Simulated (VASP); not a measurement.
# SiO2 (P4_2/mnm) in VASP: further runs, part 2 of 2

VASP 6.6.1.

## Step 3: Single point, LDA (6.92 Å³/atom)

The input, INCAR:

```
SYSTEM = SiO2
ALGO = Normal
EDIFF = 1E-7
ENCUT = 520
ISIF = 2
ISMEAR = 0
LASPH = .TRUE.
LCHARG = .FALSE.
LREAL = .FALSE.
LWAVE = .FALSE.
NBANDS = 25
NELM = 100
PREC = Accurate
SIGMA = 0.05
```

The input, KPOINTS:

```
k-points
0
G
  6 6 10
  0 0 0
```

The input, POSCAR:

```
SiO2
1.0
    4.0667371046      0.0000000000      0.0000000000
    0.0000000000      4.0667371046      0.0000000000
    0.0000000000      0.0000000000      2.5116168358
Si O
2 4
Direct
    0.5000000000      0.5000000000      0.5000000000
    0.0000000000      0.0000000000      0.0000000000
    0.6944252994      0.6944252994      0.0000000000
    0.1944252994      0.8055747006      0.5000000000
    0.3055747006      0.3055747006      0.0000000000
    0.8055747006      0.1944252994      0.5000000000
```

Potentials or basis: VASP PAW LDA potentials, release 64 (Si, O).

The run is started by

```
cat potpaw_LDA.64/Si/POTCAR potpaw_LDA.64/O/POTCAR > POTCAR
mpirun -np 1 vasp_std > vasp.out
```

OUTCAR:

```text
SYSTEM = SiO2
   EDIFF = 1E-7
   ENCUT = 520
   ISIF = 2
   ISMEAR = 0
   LASPH = .TRUE.
   LREAL = .FALSE.
   NELM = 100
   PREC = Accurate

 ion  position               nearest neighbor table
   1  0.500  0.500  0.500-   3 1.68   5 1.68   3 1.68   5 1.68   4 1.76   6 1.76   2 3.14   2 3.14
                             2 3.14   2 3.14   2 3.14   2 3.14   2 3.14   2 3.14
   2  0.000  0.000  0.000-   4 1.68   6 1.68   4 1.68   6 1.68   5 1.76   3 1.76   1 3.14   1 3.14
                             1 3.14   1 3.14   1 3.14   1 3.14   1 3.14   1 3.14
   3  0.694  0.694  0.000-   1 1.68   1 1.68   2 1.76
   4  0.194  0.806  0.500-   2 1.68   2 1.68   1 1.76
   5  0.306  0.306  0.000-   1 1.68   1 1.68   2 1.76
   6  0.806  0.194  0.500-   2 1.68   2 1.68   1 1.76

  LATTYP: Found a simple tetragonal cell.
 ALAT       =     4.0667371046
 C/A-ratio  =     0.6176000000

  Lattice vectors:

 A1 = (   4.0667371046,   0.0000000000,   0.0000000000)
 A2 = (   0.0000000000,   4.0667371046,   0.0000000000)
 A3 = (   0.0000000000,   0.0000000000,   2.5116168358)

Analysis of symmetry for initial positions (statically):
=====================================================================
 Subroutine PRICEL returns:
 Original cell was already a primitive cell.

 Routine SETGRP: Setting up the symmetry group for a
[... 181 lines left out ...]
 cond. band min:      17.0987642833   @ k =   0.0000   0.0000   0.0000
 fundamental gap:      7.3841052380
 Fermi energy:        10.0522411382

 k-point     1 :       0.0000    0.0000    0.0000
  band No.  band energies     occupation
      1     -13.9921      2.00000
      2      -9.7194      2.00000
      3      -9.7194      2.00000
      4      -9.5081      2.00000
      5      -1.9045      2.00000
      6       2.2720      2.00000
[... 661 lines left out ...]
     24      22.9845      0.00000
     25      24.5056      0.00000

 [... further k-points ...]
[... 5 lines left out ...]
  --------------------------------------------------------------------------------------
  -------------------------------------------------------------------------------------
  Total        9.0728370      9.0728370     17.5597592     -0.0000000      0.0000000      0.0000000
  in kB      349.9517029    349.9517029    677.3038709     -0.0000000      0.0000000      0.0000000
  external PRESSURE =     459.0690923 kB  Pullay stress =       0.0000000 kB

 VOLUME and BASIS-vectors are now :
 -----------------------------------------------------------------------------
  energy-cutoff  :      520.00
  volume of cell :       41.54
      direct lattice vectors                 reciprocal lattice vectors
     4.066737105  0.000000000  0.000000000     0.245897380  0.000000000  0.000000000
     0.000000000  4.066737105  0.000000000     0.000000000  0.245897380  0.000000000
     0.000000000  0.000000000  2.511616836     0.000000000  0.000000000  0.398149903

 POSITION                                       TOTAL-FORCE (eV/Angst)
 -----------------------------------------------------------------------------------
      2.03337      2.03337      1.25581         0.000000      0.000000     -0.000000
      0.00000      0.00000      0.00000         0.000000      0.000000     -0.000000
      2.82405      2.82405      0.00000         0.541227      0.541227     -0.000000
      0.79068      3.27606      1.25581         0.541227     -0.541227      0.000000
      1.24269      1.24269      0.00000        -0.541227     -0.541227      0.000000
      3.27606      0.79068      1.25581        -0.541227      0.541227     -0.000000
 -----------------------------------------------------------------------------------
    total drift:                               -0.000000      0.000000      0.000000

  FREE ENERGIE OF THE ION-ELECTRON SYSTEM (eV)
  ---------------------------------------------------
  free  energy   TOTEN  =       -51.2617537707 eV

  energy  without entropy=      -51.2617537707  energy(sigma->0) =      -51.26175377
```

Run time: 67 s. Hardware: 1 thread of Intel Xeon 8259CL, shared host; peak memory 0.16 GiB.

What came out:

| Item | Value |
| --- | --- |
| Free energy | -51.2618 eV |
| Pressure | 45.9 GPa |
| Largest force | 0.765 eV/Å |
| Band gap on the k mesh | 7.38 eV |

Forces in eV/Å, atoms in the order of the input:
```
Si   0.000  0.000  0.000
Si   0.000  0.000  0.000
O    0.541  0.541  0.000
O    0.541 -0.541  0.000
O   -0.541 -0.541  0.000
O   -0.541  0.541  0.000
```

Stress tensor (GPa, compression positive):
```
35.00  0.00  0.00
 0.00 35.00  0.00
 0.00  0.00 67.73
```

Levels at points of the mesh, in eV from the valence-band top:
| k point | band 14 | band 15 | band 16 | band 17 | band 18 | band 19 |
| --- | --- | --- | --- | --- | --- | --- |
| (0.00, 0.00, 0.00) | -1.00 | -1.00 | 0.00 | 7.38 | 7.88 | 9.84 |
| (0.50, 0.00, 0.00) | -2.78 | -1.24 | -1.24 | 9.39 | 9.39 | 10.31 |
| (0.50, 0.50, 0.00) | -2.89 | -2.85 | -2.85 | 8.95 | 8.95 | 11.30 |
| (0.00, 0.00, 0.50) | -3.63 | -3.16 | -3.16 | 10.36 | 10.36 | 13.63 |
| (0.50, 0.00, 0.50) | -2.67 | -2.09 | -2.09 | 9.59 | 9.59 | 10.69 |
| (0.50, 0.50, 0.50) | -2.09 | -1.84 | -1.84 | 8.35 | 8.35 | 11.49 |

Caveat: the cell stands under pressure. A k mesh can miss the band edges.

## Step 4: Single point, LDA (6.92 Å³/atom)

The input, INCAR:

```
SYSTEM = SiO2
ALGO     = Normal         ! electronic algorithm
EDIFF    = 1E-6           ! SCF threshold, eV
ENCUT    = 520            ! plane-wave cutoff, eV
ISIF     = 2              ! what is computed and relaxed
ISMEAR   = 0              ! smearing method
LASPH    = .TRUE.         ! aspherical terms in the spheres
LCHARG   = .FALSE.        ! write CHGCAR
LREAL    = .FALSE.        ! projectors in reciprocal space
LWAVE    = .FALSE.        ! write WAVECAR
NBANDS   = 25             ! bands
NELM     = 60             ! most SCF steps
PREC     = Accurate       ! precision mode
SIGMA    = 0.05           ! smearing width, eV
```

KPOINTS is that of step 3.

Changes to POSCAR since step 3:

```diff
@@ -2,5 +2,5 @@
 1.0
-    4.0667371046      0.0000000000      0.0000000000
-    0.0000000000      4.0667371046      0.0000000000
-    0.0000000000      0.0000000000      2.5116168358
+    3.9214873150      0.0000000000      0.0000000000
+    0.0000000000      3.9214873150      0.0000000000
+    0.0000000000      0.0000000000      2.7011204626
 Si O
```

The run is started by

```
cat potpaw_LDA.64/Si/POTCAR potpaw_LDA.64/O/POTCAR > POTCAR
mpirun -np 1 vasp_std > vasp.out
```

Wall time 75 s (1 thread of Intel Xeon 8259CL, shared host); peak memory 0.16 GiB.

Results (log left out):

```
Free energy            : -51.2393 eV
Pressure               : 40.7 GPa
Largest force          : 0.760 eV/Å
Band gap on the k mesh : 5.74 eV
```

Forces on the atoms (eV/Å):
```
Si   0.000  0.000  0.000
Si   0.000  0.000  0.000
O    0.538  0.538  0.000
O    0.538 -0.538  0.000
O   -0.538 -0.538  0.000
O   -0.538  0.538  0.000
```

Stress tensor (GPa, compression positive):
```
51.60  0.00  0.00
 0.00 51.60  0.00
 0.00  0.00 18.93
```

Levels at points of the mesh, in eV from the valence-band top:
```
           k point  band 12  band 13  band 14  band 15  band 16  band 17  band 18  band 19  band 20  band 21
(0.00, 0.00, 0.00)    -3.82    -2.86    -0.82    -0.82     0.00     5.74     7.37     8.16     8.16    11.31
(0.50, 0.00, 0.00)    -4.38    -3.17    -3.17    -1.10    -1.10     8.04     8.04     9.09     9.09    12.71
(0.50, 0.50, 0.00)    -4.06    -3.18    -3.18    -2.35    -2.35     7.87     7.87    10.22    10.22    14.67
(0.00, 0.00, 0.50)    -4.82    -3.95    -3.95    -3.00    -3.00    10.67    10.67    13.12    13.12    13.98
(0.50, 0.00, 0.50)    -4.51    -2.32    -2.32    -1.96    -1.96     9.96     9.96    11.85    11.85    12.73
(0.50, 0.50, 0.50)    -4.58    -1.69    -1.69    -1.68    -1.68     8.86     8.86    11.87    11.87    12.26
```

Caveat: the cell stands under pressure.

## Step 5: Single point, LDA (6.92 Å³/atom)

The input, INCAR:

```
PREC = Accurate
ENCUT = 520
EDIFF = 1E-6
ISMEAR = 0
SIGMA = 0.05
LREAL = F
LASPH = T
NELM = 80
ALGO = Normal
ISIF = 2
LWAVE = F
LCHARG = F
NBANDS = 25
```

The input, KPOINTS:

```
Automatic mesh
0
Gamma
  6 6 10
```

Changes to POSCAR since step 4:

```diff
@@ -2,5 +2,5 @@
 1.0
-    3.9214873150      0.0000000000      0.0000000000
-    0.0000000000      3.9214873150      0.0000000000
-    0.0000000000      0.0000000000      2.7011204626
+    3.8273248842      0.0000000000      0.0000000000
+    0.0000000000      3.8273248842      0.0000000000
+    0.0000000000      0.0000000000      2.8356650067
 Si O
```

The run is started by

```
cat potpaw_LDA.64/Si/POTCAR potpaw_LDA.64/O/POTCAR > POTCAR
mpirun -np 1 vasp_std > vasp.out
```

Wall time 55 s (1 thread of Intel Xeon 8259CL, shared host); peak memory 0.16 GiB.

Results (log left out):

- Free energy: -50.5929 eV
- Pressure: 41.0 GPa
- Largest force: 0.645 eV/Å
- Band gap on the k mesh: 5.09 eV

Forces in eV/Å, atoms in the order of the input:
```
Si   0.000  0.000  0.000
Si   0.000  0.000  0.000
O    0.456  0.456  0.000
O    0.456 -0.456  0.000
O   -0.456 -0.456  0.000
O   -0.456  0.456  0.000
```

Stress tensor (GPa, compression positive):
```
63.99  0.00  0.00
 0.00 63.99  0.00
 0.00  0.00 -5.05
```

Levels at points of the mesh, in eV from the valence-band top:
```csv
k point,band 13,band 14,band 15,band 16,band 17,band 18,band 19,band 20
"(0.00, 0.00, 0.00)",-2.76,-0.59,-0.59,0.00,5.09,6.96,7.32,7.32
"(0.50, 0.00, 0.00)",-3.08,-3.08,-0.94,-0.94,7.58,7.58,8.50,8.50
"(0.50, 0.50, 0.00)",-3.27,-3.27,-1.85,-1.85,7.43,7.43,9.85,9.85
"(0.00, 0.00, 0.50)",-3.97,-3.97,-2.66,-2.66,10.95,10.95,12.53,12.53
"(0.50, 0.00, 0.50)",-1.90,-1.90,-1.64,-1.64,10.35,10.35,12.76,12.76
"(0.50, 0.50, 0.50)",-1.36,-1.36,-1.23,-1.23,9.22,9.22,12.29,12.29
```

Caveat: the cell stands under pressure. A k mesh can miss the band edges.

## Step 6: Summary

```csv
cell,gap on the mesh (eV),pressure (GPa),largest force (eV/Å)
"a = 3.969, b = 3.969, c = 2.636 Å, 6 atoms",6.20,41.7,0.78
"a = 4.067, b = 4.067, c = 2.512 Å, 6 atoms",7.38,45.9,0.77
"a = 3.921, b = 3.921, c = 2.701 Å, 6 atoms",5.74,40.7,0.76
"a = 3.827, b = 3.827, c = 2.836 Å, 6 atoms",5.09,41.0,0.65
```

Alike in all rows: task single point; level LDA; potentials or basis VASP PAW LDA potentials, release 64 (Si, O); no spin polarisation; k mesh 6 × 6 × 10; cutoff (eV) 520; smearing gaussian 0.05 eV.

Caveats: the cell stands under pressure.

Total energies depend on the potentials used, so only differences within one code and one set of settings carry meaning.
